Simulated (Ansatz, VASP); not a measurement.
**Two plane-wave programs on H2S**

POSCAR

```
H2S
1.0
   12.3255669104      0.0000000000      0.0000000000
    0.0000000000     12.8255669104      0.0000000000
    0.0000000000      0.0000000000     13.3255669104
S H
1 2
Direct
    0.5294691500      0.5110600700      0.4594833100
    0.5162436300      0.4312875900      0.5244762600
    0.4663476000      0.5742980600      0.5158113300
```

Contents of INCAR.step1:

```
PREC = Accurate
ENCUT = 440
ISMEAR = 0
SIGMA = 0.005
LREAL = F
LASPH = T
NELM = 120
NBANDS = 11
GGA = PE
ALGO = Normal
EDIFF = 1E-5
LWAVE = T
LCHARG = F
GGA_COMPAT = F
NELMDL = -8
```

File INCAR.step2:

```
PREC = Accurate
ENCUT = 440
EDIFF = 1E-6
ISMEAR = 0
SIGMA = 0.005
LREAL = F
LASPH = T
NELM = 120
ALGO = Normal
ISIF = 2
LWAVE = F
LCHARG = F
METAGGA = R2SCAN
LMIXTAU = T
LUSE_VDW = T
IVDW_NL = 2
BPARAM = 11.95
CPARAM = 0.0093
NBANDS = 11
ISTART = 1
GGA_COMPAT = F
```

File KPOINTS:

```
Automatic mesh
0
Gamma
  1 1 1
```

Input for Ansatz:

```yaml
crystal:
  lattice:
    - [12.3255669104, 0.0, 0.0]
    - [0.0, 12.8255669104, 0.0]
    - [0.0, 0.0, 13.3255669104]
  atoms:
    - { symbol: S, position: [0.52946915, 0.51106007, 0.45948331] }
    - { symbol: H, position: [0.51624363, 0.43128759, 0.52447626] }
    - { symbol: H, position: [0.4663476, 0.57429806, 0.51581133] }
hamiltonian:
  xc: r2scan
  dispersion: rvv10
kpoints:
  mp_grid: { grid: [1, 1, 1] }
scf:
  occupations: { method: gaussian, width: 0.005 }
  max_iter: 140
  lower_state_search: "off"
output:
  forces: true
```

Alike in both runs: task single point; functional r2SCAN; dispersion rVV10; k mesh 1 × 1 × 1; occupations gaussian, width 0.005 eV; no spin polarisation.

|  | VASP | Ansatz |
| --- | --- | --- |
| version | VASP 6.6.1 | Ansatz 0.2.0 |
| potentials or method | VASP PAW PBE potentials, release 64 (S, H) | scalar-relativistic, plane waves, PAW |
| plane-wave cutoff (eV) | 440 | 500 |
| valence electrons in the cell | 8 | 8 |

```csv
,VASP,Ansatz,Ansatz less VASP
rms of the force components (eV/Å),0.195,0.174,-0.0202
```

VASP's potentials were made for PBE, not for r2SCAN. Atom by atom the forces differ by 0.020 eV/Å (rms over components).
